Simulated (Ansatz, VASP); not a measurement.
# Ag in VASP and in Ansatz

```xyz
1
Lattice="0.0000 2.0711 1.9882 2.0711 0.0000 1.9882 2.0711 2.0711 0.0000" Properties=species:S:1:pos:R:3 pbc="T T T"
Ag    0.0000    0.0000    0.0000
```

Alike in both runs: task single point; functional PBE; k mesh 22 × 22 × 22; occupations gaussian, width 0.15 eV; no spin polarisation.

```csv
,VASP,Ansatz
version,VASP 6.6.1,Ansatz 0.2.0
potentials or method,"VASP PAW PBE potentials, release 64 (Ag), cutoff 520 eV","scalar-relativistic, plane waves, PAW"
valence electrons in the cell,11,19
```

```tsv
	VASP	Ansatz	Ansatz less VASP
gap on the k mesh at the Fermi level (eV)	none	none	-
pressure (GPa)	4.6	4.7	+0.11
traceless stress, the component that is largest in VASP (GPa)	0.97	0.97	+0.006
```

A gap of «none» marks a metal or a gap that the smearing closes. VASP's potentials hold 11 valence electrons a cell and Ansatz's 19, so a difference there can come from the potentials and not from the codes.
